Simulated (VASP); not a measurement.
A run of VASP 6.6.1 is set up as follows.

Contents of INCAR:

```
SYSTEM = MgZn23O24
  PREC = Accurate
  ENCUT = 520
  EDIFF = 1E-7
  ISMEAR = 0
  SIGMA = 0.01
  LREAL = Auto
  LASPH = .TRUE.
  NELM = 100
  ALGO = Normal
  ISIF = 2
  LWAVE = .FALSE.
  LCHARG = .TRUE.
  GGA = PE
  LELF = .TRUE.
  LVHAR = .TRUE.
  NBANDS = 241
```

The input KPOINTS:

```
Automatic mesh
0
Gamma
  2 2 2
  0.5 0.5 0.5
```

The input POSCAR:

```
MgZn23O24
1.0
    3.2794860173     -5.6802364047      5.2932739962
    3.2794860173      5.6802364047      5.2932739962
   -6.5589720346      0.0000000000      5.2932739962
Mg Zn O
1 23 24
Direct
    0.4999895298      0.3333228631      0.6666561965
    0.8333228631      0.6666561965      0.9999895298
    0.1666561965      0.4999895298      0.8333228631
    0.6666561965      0.4999895298      0.3333228631
    0.9999895298      0.3333228631      0.1666561965
    0.3333228631      0.6666561965      0.4999895298
    0.6666561965      0.9999895298      0.8333228631
    0.9999895298      0.8333228631      0.6666561965
    0.3333228631      0.1666561965      0.9999895298
    0.4999895298      0.8333228631      0.1666561965
    0.8333228631      0.1666561965      0.4999895298
    0.1666561965      0.9999895298      0.3333228631
    0.8333228631      0.4999895298      0.6666561965
    0.1666561965      0.8333228631      0.9999895298
    0.4999895298      0.6666561965      0.8333228631
    0.9999895298      0.6666561965      0.3333228631
    0.3333228631      0.4999895298      0.1666561965
    0.6666561965      0.8333228631      0.4999895298
    0.9999895298      0.1666561965      0.8333228631
    0.3333228631      0.9999895298      0.6666561965
    0.6666561965      0.3333228631      0.9999895298
    0.8333228631      0.9999895298      0.1666561965
    0.1666561965      0.3333228631      0.4999895298
    0.4999895298      0.1666561965      0.3333228631
    0.6263471369      0.2930138035      0.4596804702
    0.9596804702      0.6263471369      0.7930138035
    0.2930138035      0.4596804702      0.6263471369
    0.7930138035      0.4596804702      0.1263471369
    0.1263471369      0.2930138035      0.9596804702
    0.4596804702      0.6263471369      0.2930138035
    0.7930138035      0.9596804702      0.6263471369
    0.1263471369      0.7930138035      0.4596804702
    0.4596804702      0.1263471369      0.7930138035
    0.6263471369      0.7930138035      0.9596804702
    0.9596804702      0.1263471369      0.2930138035
    0.2930138035      0.9596804702      0.1263471369
    0.6263471369      0.4596804702      0.7930138035
    0.9596804702      0.7930138035      0.1263471369
    0.2930138035      0.6263471369      0.9596804702
    0.7930138035      0.6263471369      0.4596804702
    0.1263471369      0.4596804702      0.2930138035
    0.4596804702      0.7930138035      0.6263471369
    0.7930138035      0.1263471369      0.9596804702
    0.1263471369      0.9596804702      0.7930138035
    0.4596804702      0.2930138035      0.1263471369
    0.6263471369      0.9596804702      0.2930138035
    0.9596804702      0.2930138035      0.6263471369
    0.2930138035      0.1263471369      0.4596804702
```

Potentials or basis: VASP PAW PBE potentials, release 64 (Mg, Zn, O).

Run with:

```bash
$ cat potpaw_PBE.64/Mg/POTCAR potpaw_PBE.64/Zn/POTCAR potpaw_PBE.64/O/POTCAR > POTCAR
$ mpirun -np 1 vasp_std > vasp.out
```

(1) Estimate the pressure.

(2) Predict the band gap on the k mesh.

(3) What does it give for the largest force?

Results:

(1) 0.8 GPa.

(2) 2.04 eV.

(3) 0.243 eV/Å.
